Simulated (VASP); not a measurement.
Input of a VASP 6.6.1 run:

File INCAR:

```
SYSTEM = Si
ALGO = Normal
EDIFF = 1E-6
ENCUT = 520
ISIF = 2
ISMEAR = 0
LASPH = .True.
LCHARG = .False.
LREAL = .False.
LWAVE = .False.
NBANDS = 26
NELM = 80
PREC = Accurate
SIGMA = 0.15
```

Contents of KPOINTS:

```
k-points
0
Gamma
  10 10 8
  0 0 0
```

The input POSCAR:

```
Si
1.0
    4.5521371120     -2.4347064072      0.0000000000
    4.5521371120      2.4347064072      0.0000000000
    0.0000000000      0.0000000000      5.4608395717
Si
8
Direct
    0.5000000000      0.5000000000      0.7705063097
    0.5000000000      0.5000000000      0.2294936903
    1.0000000000      0.0000000000      0.2705063097
    0.0000000000      1.0000000000      0.7294936903
    0.7262158285      0.7262158285      0.5000000000
    0.2262158285      0.2262158285      0.0000000000
    0.2737841715      0.2737841715      0.5000000000
    0.7737841715      0.7737841715      0.0000000000
```

Potentials or basis: VASP PAW LDA potentials, release 64 (Si).

The run is started by

```console
$ cat potpaw_LDA.64/Si/POTCAR > POTCAR
$ mpirun -np 1 vasp_std > vasp.out
```

Question: Estimate the band gap on the k mesh.

Answer: Zero (bands 16 and 17 overlap by 3.39 eV).

Question: Estimate the pressure.

Answer: -2.6 GPa.

Question: Predict the largest force.

Answer: 0.080 eV/Å.

Forces on the atoms (eV/Å):
```
Si   0.000  0.000  0.080
Si   0.000  0.000 -0.080
Si   0.000  0.000  0.080
Si   0.000  0.000 -0.080
Si  -0.038  0.000  0.000
Si  -0.038  0.000  0.000
Si   0.038  0.000  0.000
Si   0.038  0.000  0.000
```

Caveat: the cell differs from its parent crystal (strain +0.0250 x Voigt [0, 0, 1, 0, 0, 0]).
